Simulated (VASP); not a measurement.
# BP (F-43m) in VASP: a series of runs

Runs on BP. Level: PBE+D3(BJ). Tasks: single point, relaxation of cell and atoms.

Program: VASP 6.6.1. These are calculated values, not measurements. Logs are shortened: lines on timing, memory, paths and dates and some standing lists are left out, and cuts for length are marked.

## 1. The cell of the first run

The structure is cubic, space group F-43m (No. 216). Conventional cell: a = 4.507 Å, b = 4.507 Å, c = 4.507 Å, α = 90.00°, β = 90.00°, γ = 90.00°. B (site symmetry -43m) has 4 P at 1.95 Å within 2.6 Å. P (site symmetry -43m) has 4 B at 1.95 Å within 2.6 Å.

## 2. Single point, PBE+D3(BJ)

Contents of INCAR:

```
ALGO = Normal
EDIFF = 1E-7
ENCUT = 520
GGA = PE
ISIF = 2
ISMEAR = 0
IVDW = 12
LASPH = T
LCHARG = F
LREAL = F
LWAVE = F
NBANDS = 11
NELM = 60
PREC = Accurate
SIGMA = 0.02
```

Contents of KPOINTS:

```
k-points
0
Gamma
  10 10 10
```

Contents of POSCAR:

```
BP
1.0
    0.0000000000      2.2536928505      2.2536928505
    2.2536928505      0.0000000000      2.2536928505
    2.2536928505      2.2536928505      0.0000000000
B P
1 1
Direct
    0.0000000000      0.0000000000      0.0000000000
    0.2500000000      0.2500000000      0.2500000000
```

Potentials or basis: VASP PAW PBE potentials, release 64 (B, P).

Command:

```
$ cat potpaw_PBE.64/B/POTCAR potpaw_PBE.64/P/POTCAR > POTCAR
$ mpirun -np 1 vasp_std > vasp.out
```

OUTCAR:

```text
EDIFF = 1E-7
   ENCUT = 520
   GGA = PE
   ISIF = 2
   ISMEAR = 0
   IVDW = 12
   LASPH = T
   LREAL = F
   NELM = 60
   PREC = Accurate
 IVDW          = 12

 ion  position               nearest neighbor table
   1  0.000  0.000  0.000-   2 1.95   2 1.95   2 1.95   2 1.95
   2  0.250  0.250  0.250-   1 1.95   1 1.95   1 1.95   1 1.95

  LATTYP: Found a face centered cubic cell.
 ALAT       =     4.5073857010

  Lattice vectors:

 A1 = (   0.0000000000,   2.2536928505,   2.2536928505)
 A2 = (   2.2536928505,   0.0000000000,   2.2536928505)
 A3 = (   2.2536928505,   2.2536928505,   0.0000000000)

Analysis of symmetry for initial positions (statically):
=====================================================================
 Subroutine PRICEL returns:
 Original cell was already a primitive cell.

 Routine SETGRP: Setting up the symmetry group for a
 face centered cubic supercell.

 Subroutine GETGRP returns: Found 24 space group operations
 (whereof 24 operations were pure point group operations)
 out of a pool of 48 trial point group operations.

The static configuration has the point symmetry T_d .

Analysis of symmetry for dynamics (positions and initial velocities):
=====================================================================
 Subroutine PRICEL returns:
 Original cell was already a primitive cell.

 Routine SETGRP: Setting up the symmetry group for a
 face centered cubic supercell.

 Subroutine GETGRP returns: Found 24 space group operations
 (whereof 24 operations were pure point group operations)
 out of a pool of 48 trial point group operations.

The dynamic configuration has the point symmetry T_d .

 Subroutine INISYM returns: Found 24 space group operations
 (whereof 24 operations are pure point group operations),
 and found     1 'primitive' translations

----------------------------------------------------------------------------------------

                                     Primitive cell

  volume of cell :      22.8936

  direct lattice vectors                    reciprocal lattice vectors
     0.000000000  2.253692850  2.253692850    -0.221858094  0.221858094  0.221858094
     2.253692850  0.000000000  2.253692850     0.221858094 -0.221858094  0.221858094
     2.253692850  2.253692850  0.000000000     0.221858094  0.221858094 -0.221858094

  length of vectors
     3.187202995  3.187202995  3.187202995     0.384269491  0.384269491  0.384269491

[... 87 lines left out ...]
   ISYM   =      2    0-nonsym 1-usesym 2-fastsym
   POTIM  = 0.5000    time-step for ionic-motion
   TEBEG  =    0.0;   TEEND  =   0.0 temperature during run
   PSTRESS=    0.0 pullay stress
   NELECT =       8.0000    total number of electrons
   NUPDOWN=      -1.0000    fix difference up-down
   EMIN   =  10.00;   EMAX   =-10.00  energy-range for DOS
   EFERMI =   0.00;   METHOD = LEGACY
   ISMEAR =     0;   SIGMA  =   0.02  broadening in eV -4-tet -1-fermi 0-gaus
   EFERMI_NEDOS =   21; number of points for ismear=-14 and -15
   IALGO  =     38    algorithm
   IMIX   =      4    mixing-type and parameters
     AMIX     =   0.40;   BMIX     =  1.00
     AMIX_MAG =   1.60;   BMIX_MAG =  1.00
  volume/ion in A,a.u.               =      11.45        77.25
  Fermi-wavevector in a.u.,A,eV,Ry     =   1.153099  2.179042 18.090828  1.329638
  Thomas-Fermi vector in A             =   2.289746
   LORBIT       =      0    0 simple, 1 ext, 2 COOP (PROOUT), +10 PAW based schemes
   GGA     = PE    functional components
   LHFCALC =     F    Hartree Fock is set to
   AEXX    =    0.0000 exact exchange contribution
   IVDW    =    12    specifies the selected vdW correction
   LEPSILON=     F    determine dielectric tensor
   LRPA    =     F    only Hartree local field effects (RPA)
 non-spin polarized calculation
 Gauss-broadening in eV      SIGMA  =   0.02
  energy-cutoff  :      520.00
  volume of cell :       22.89
 maximum number of plane-waves:       636
   NGX = 11   NGY = 11   NGZ = 11

 number of electron       8.0000001 magnetization

 Free energy of the ion-electron system (eV)
  ---------------------------------------------------
  ext. energy  EPLUGINS =         0.00000000
  ---------------------------------------------------
  free energy    TOTEN  =       -12.92261156 eV

  energy without entropy =      -12.92261156  energy(sigma->0) =      -12.92261156

 E-fermi :   7.8422     XC(G=0): -10.9949

 val. band max:        7.6747119261   @ k =   0.0000   0.0000   0.0000
 cond. band min:       8.8861472057   @ k =   0.4000   0.4000   0.0000
 fundamental gap:      1.2114352796
 Fermi energy:         7.8422275009

 k-point     1 :       0.0000    0.0000    0.0000
  band No.  band energies     occupation
      1      -7.9681      2.00000
      2       7.6747      2.00000
      3       7.6747      2.00000
      4       7.6747      2.00000
      5      11.1061      0.00000
      6      11.1061      0.00000
      7      11.1061      0.00000
      8      15.3602      0.00000
      9      19.3265      0.00000
     10      19.8617      0.00000
     11      19.8617      0.00000
[... 309 lines left out ...]
 k-point    24 :       0.4000    0.3000    0.0000
  band No.  band energies     occupation
      1      -4.9747      2.00000
      2       1.4706      2.00000
      3       3.5503      2.00000
      4       4.0957      2.00000
      5       9.4704      0.00000
      6      11.2919      0.00000
      7      17.2915      0.00000
      8      17.3047      0.00000
      9      21.9153      0.00000
     10      23.0533      0.00000
     11      25.0278      0.00000

 [... further k-points ...]

------------------------ aborting loop because EDIFF is reached ----------------------------------------

 Edisp (eV)   -0.66017

 E8    (eV) :    -0.2412

  FORCE on cell =-STRESS in cart. coord.  units (eV):
  Direction    XX          YY          ZZ          XY          YZ          ZX
  --------------------------------------------------------------------------------------
  -------------------------------------------------------------------------------------
  Total      -0.03407    -0.03407    -0.03407     0.00000     0.00000    -0.00000
  in kB      -2.38466    -2.38466    -2.38466     0.00000     0.00000    -0.00000
  external pressure =       -2.38 kB  Pullay stress =        0.00 kB

 VOLUME and BASIS-vectors are now :
 -----------------------------------------------------------------------------
  energy-cutoff  :      520.00
  volume of cell :       22.89
      direct lattice vectors                 reciprocal lattice vectors
     0.000000000  2.253692850  2.253692850    -0.221858094  0.221858094  0.221858094
     2.253692850  0.000000000  2.253692850     0.221858094 -0.221858094  0.221858094
     2.253692850  2.253692850  0.000000000     0.221858094  0.221858094 -0.221858094

 POSITION                                       TOTAL-FORCE (eV/Angst)
 -----------------------------------------------------------------------------------
      0.00000      0.00000      0.00000         0.000000      0.000000     -0.000000
      1.12685      1.12685      1.12685        -0.000000     -0.000000      0.000000
 -----------------------------------------------------------------------------------
    total drift:                                0.000000      0.000000      0.000000

  FREE ENERGIE OF THE ION-ELECTRON SYSTEM (eV)
  ---------------------------------------------------
  free  energy   TOTEN  =       -13.5827807793 eV

  energy  without entropy=      -13.5827807793  energy(sigma->0) =      -13.58278078
```

OSZICAR:

```text
N       E                     dE             d eps       ncg     rms          rms(c)
DAV:   1     0.103838750028E+02    0.10384E+02   -0.40723E+03  1034   0.663E+02
DAV:   2    -0.130302878492E+02   -0.23414E+02   -0.22566E+02  1345   0.112E+02
DAV:   3    -0.136717833316E+02   -0.64150E+00   -0.63969E+00  1308   0.165E+01
DAV:   4    -0.136741787227E+02   -0.23954E-02   -0.23952E-02  1205   0.121E+00
DAV:   5    -0.136741907867E+02   -0.12064E-04   -0.12064E-04  1272   0.850E-02    0.742E+00
DAV:   6    -0.130273477331E+02    0.64684E+00   -0.14479E+00  1172   0.527E+00    0.400E+00
DAV:   7    -0.129301207254E+02    0.97227E-01   -0.25329E-01  1292   0.250E+00    0.136E+00
DAV:   8    -0.129220850135E+02    0.80357E-02   -0.27376E-02  1221   0.953E-01    0.200E-01
DAV:   9    -0.129224056084E+02   -0.32059E-03   -0.70992E-04  1198   0.182E-01    0.130E-01
DAV:  10    -0.129226000943E+02   -0.19449E-03   -0.24404E-04  1163   0.984E-02    0.287E-02
DAV:  11    -0.129226106817E+02   -0.10587E-04   -0.11495E-05  1315   0.224E-02    0.349E-02
DAV:  12    -0.129226116251E+02   -0.94334E-06   -0.45980E-06  1160   0.105E-02    0.152E-02
DAV:  13    -0.129226115010E+02    0.12405E-06   -0.13007E-07   969   0.233E-03    0.641E-03
DAV:  14    -0.129226115641E+02   -0.63055E-07   -0.46820E-08   601   0.121E-03
   1 F= -.13582781E+02 E0= -.13582781E+02  d E =-.115391E-34
```

It took 4.1 s on 1 thread of Intel Xeon 6975P-C (Granite Rapids), shared host; peak memory 0.14 GiB.

Results:

```yaml
Free_energy: -13.5828 eV
Pressure: -0.2 GPa
Band_gap_on_the_k_mesh: 1.21 eV, indirect (least direct gap 3.43 eV)
Dispersion_energy_per_atom: -0.330 eV
```

## 3. Relaxation of cell and atoms, PBE+D3(BJ)

This run uses another cell than the first one, of 11.64 Å³/atom, 1.017 times its volume.

Contents of INCAR:

```
SYSTEM = BP
PREC = Accurate ; ENCUT = 600
EDIFF = 1E-6 ; ISMEAR = 0
SIGMA = 0.02 ; LREAL = .False.
LASPH = .True. ; NELM = 80
ALGO = Normal ; ISIF = 3
LWAVE = .False. ; LCHARG = .False.
GGA = PE ; IVDW = 12
IBRION = 2 ; NSW = 100
EDIFFG = -0.01
```

Contents of KPOINTS:

```
regular mesh
0
Gamma
  10 10 10
  0 0 0
```

Contents of POSCAR:

```
BP
1.0
    0.0000000000      2.2660722700      2.2660722700
    2.2660722700      0.0000000000      2.2660722700
    2.2660722700      2.2660722700      0.0000000000
B P
1 1
Direct
    0.0000000000      0.0000000000      0.0000000000
    0.2500000000      0.2500000000      0.2500000000
```

Potentials or basis: VASP PAW PBE potentials, release 64 (B, P).

Command:

```
$ cat potpaw_PBE.64/B/POTCAR potpaw_PBE.64/P/POTCAR > POTCAR
$ mpirun -np 1 vasp_std > vasp.out
```

It took 12 s on 1 thread of Intel Xeon 6975P-C (Granite Rapids), shared host; peak memory 0.16 GiB.

The run converged. Its results:

```yaml
Free_energy: -13.5846 eV
Relaxed_volume: 11.43 Å³/atom
Relaxed_cell: a = 3.186 Å, b = 3.186 Å, c = 3.186 Å, α = 60.00°, β = 60.00°, γ = 60.00°
Space_group_after_relaxing_to_0.05_Å: F-43m (No. 216)
Energy_gained_by_relaxing: 1.9 meV/atom
Ionic_steps: 3
Pressure_after_relaxing: 0.0 GPa
Band_gap_on_the_k_mesh: 1.21 eV, indirect (least direct gap 3.43 eV)
Dispersion_energy_per_atom: -0.331 eV
```

Step by step:
| step | energy change (eV) | largest force (eV/Å) | pressure (GPa) | volume (Å³) |
| --- | --- | --- | --- | --- |
| 1 | 0.0000 | 0.0000 | -2.94 | 23.27 |
| 2 | -0.0017 | 0.0000 | 2.32 | 22.56 |
| 3 | -0.0038 | 0.0000 | 0.00 | 22.86 |

Final structure:
```cif
data_structure
_symmetry_space_group_name_H-M 'P 1'
_symmetry_Int_Tables_number 1
_cell_length_a 3.1857
_cell_length_b 3.1857
_cell_length_c 3.1857
_cell_angle_alpha 60.000
_cell_angle_beta 60.000
_cell_angle_gamma 60.000
_cell_volume 22.86
loop_
_atom_site_label
_atom_site_type_symbol
_atom_site_fract_x
_atom_site_fract_y
_atom_site_fract_z
_atom_site_occupancy
B1 B 0.00000 0.00000 0.00000 1
P1 P 0.25000 0.25000 0.25000 1
```

Levels at points of the mesh, in eV from the valence-band top:
```csv
k point,band 1,band 2,band 3,band 4,band 5,band 6,band 7,band 8
"(0.00, 0.00, 0.00)",-15.65,0.00,0.00,0.00,3.43,3.43,3.43,7.71
"(0.50, 0.00, 0.00)",-12.25,-9.19,-1.78,-1.78,3.91,4.73,4.73,10.20
"(0.50, 0.50, 0.00)",-10.69,-8.70,-4.19,-4.19,1.29,1.64,12.33,12.33
```

## 4. Single point, PBE+D3(BJ)

This run uses another cell than the first one, of 11.64 Å³/atom, 1.017 times its volume.

Contents of INCAR:

```
  ALGO = Normal
  EDIFF = 1E-6
  ENCUT = 500
  GGA = PE
  GGA_COMPAT = False
  ISIF = 2
  ISMEAR = 0
  IVDW = 12
  LASPH = True
  LCHARG = False
  LREAL = False
  LWAVE = False
  NBANDS = 11
  NELM = 120
  PREC = Accurate
  SIGMA = 0.1
```

Contents of KPOINTS:

```
k-points
0
Gamma
  6 6 6
```

POSCAR is that of step 3.

Potentials or basis: VASP PAW PBE potentials, release 64 (B, P).

Command:

```
$ cat potpaw_PBE.64/B/POTCAR potpaw_PBE.64/P/POTCAR > POTCAR
$ mpirun -np 1 vasp_std > vasp.out
```

OUTCAR:

```text
EDIFF = 1E-6
   ENCUT = 500
   GGA = PE
   ISIF = 2
   ISMEAR = 0
   IVDW = 12
   LASPH = True
   LREAL = False
   NELM = 120
   PREC = Accurate
 IVDW          = 12

 ion  position               nearest neighbor table
   1  0.000  0.000  0.000-   2 1.96   2 1.96   2 1.96   2 1.96
   2  0.250  0.250  0.250-   1 1.96   1 1.96   1 1.96   1 1.96

  LATTYP: Found a face centered cubic cell.
 ALAT       =     4.5321445400

  Lattice vectors:

 A1 = (   0.0000000000,   2.2660722700,   2.2660722700)
 A2 = (   2.2660722700,   0.0000000000,   2.2660722700)
 A3 = (   2.2660722700,   2.2660722700,   0.0000000000)

Analysis of symmetry for initial positions (statically):
=====================================================================
 Subroutine PRICEL returns:
 Original cell was already a primitive cell.

 Routine SETGRP: Setting up the symmetry group for a
 face centered cubic supercell.

 Subroutine GETGRP returns: Found 24 space group operations
 (whereof 24 operations were pure point group operations)
 out of a pool of 48 trial point group operations.

The static configuration has the point symmetry T_d .

[... 162 lines left out ...]
      3       7.4851      2.00000
      4       7.4851      2.00000
      5      10.8887      0.00000
      6      10.8887      0.00000
      7      10.8887      0.00000
      8      14.9186      0.00000
      9      19.0222      0.00000
     10      19.6208      0.00000
     11      19.6208      0.00000
[... 197 lines left out ...]
 k-point    16 :      -0.3333    0.5000    0.1667
  band No.  band energies     occupation
      1      -2.9351      2.00000
      2      -0.7574      2.00000
      3       2.1627      2.00000
      4       2.2859      2.00000
      5      11.3150      0.00000
      6      11.9396      0.00000
      7      16.6344      0.00000
      8      17.2925      0.00000
      9      20.4562      0.00000
     10      23.7154      0.00000
     11      24.0129      0.00000

------------------------ aborting loop because EDIFF is reached ----------------------------------------

 Edisp (eV)   -0.64938

 E8    (eV) :    -0.2374

  FORCE on cell =-STRESS in cart. coord.  units (eV):
  Direction    XX          YY          ZZ          XY          YZ          ZX
  --------------------------------------------------------------------------------------
  -------------------------------------------------------------------------------------
  Total      -0.40755    -0.40755    -0.40755    -0.00000    -0.00000     0.00000
  in kB     -28.05683   -28.05683   -28.05683    -0.00000    -0.00000     0.00000
  external pressure =      -28.06 kB  Pullay stress =        0.00 kB

 VOLUME and BASIS-vectors are now :
 -----------------------------------------------------------------------------
  energy-cutoff  :      500.00
  volume of cell :       23.27
      direct lattice vectors                 reciprocal lattice vectors
     0.000000000  2.266072270  2.266072270    -0.220646096  0.220646096  0.220646096
     2.266072270  0.000000000  2.266072270     0.220646096 -0.220646096  0.220646096
     2.266072270  2.266072270  0.000000000     0.220646096  0.220646096 -0.220646096

 POSITION                                       TOTAL-FORCE (eV/Angst)
 -----------------------------------------------------------------------------------
      0.00000      0.00000      0.00000         0.000000      0.000000      0.000000
      1.13304      1.13304      1.13304        -0.000000     -0.000000     -0.000000
 -----------------------------------------------------------------------------------
    total drift:                                0.000000      0.000000      0.000000

  FREE ENERGIE OF THE ION-ELECTRON SYSTEM (eV)
  ---------------------------------------------------
  free  energy   TOTEN  =       -13.5616115324 eV

  energy  without entropy=      -13.5616115324  energy(sigma->0) =      -13.56161153
```

stdout:

```text
POSCAR found type information on POSCAR B P
 POSCAR found :  2 types and       2 ions
 scaLAPACK will be used
 LDA part: xc-table for (Slater+PW92), standard interpolation
 POSCAR, INCAR and KPOINTS ok, starting setup
 FFT: planning ... GRIDC
 FFT: planning ... GRID_SOFT
 FFT: planning ... GRID
 WAVECAR not read
 entering main loop
```

Wall time 6.1 s (1 thread of Intel Xeon Platinum 8259CL at 2.50GHz (Skylake/Cascade Lake), shared host); peak memory 0.14 GiB.

What came out:

```
Free energy                : -13.5616 eV
Pressure                   : -2.8 GPa
Band gap on the k mesh     : 1.32 eV, indirect (least direct gap 3.40 eV)
Dispersion energy per atom : -0.325 eV
```

A k mesh can miss the band edges.

## 5. Overview

```tsv
task	cell	k mesh	cutoff (eV)	smearing	gap on the mesh (eV)	pressure (GPa)
single point	a = 3.187 Å, angles 60.0°, 2 atoms	10 × 10 × 10	520	gaussian 0.02 eV	1.21	-0.2
relaxation of cell and atoms	relaxed from a = 3.205 Å, angles 60.0°, 2 atoms	10 × 10 × 10	600	gaussian 0.02 eV	1.21	0.0
single point	a = 3.205 Å, angles 60.0°, 2 atoms	6 × 6 × 6	500	gaussian 0.1 eV	1.32	-2.8
```

Alike in all rows: level PBE+D3(BJ); potentials or basis VASP PAW PBE potentials, release 64 (B, P); no spin polarisation.

Absolute energies hang on the potentials; compare differences alone.
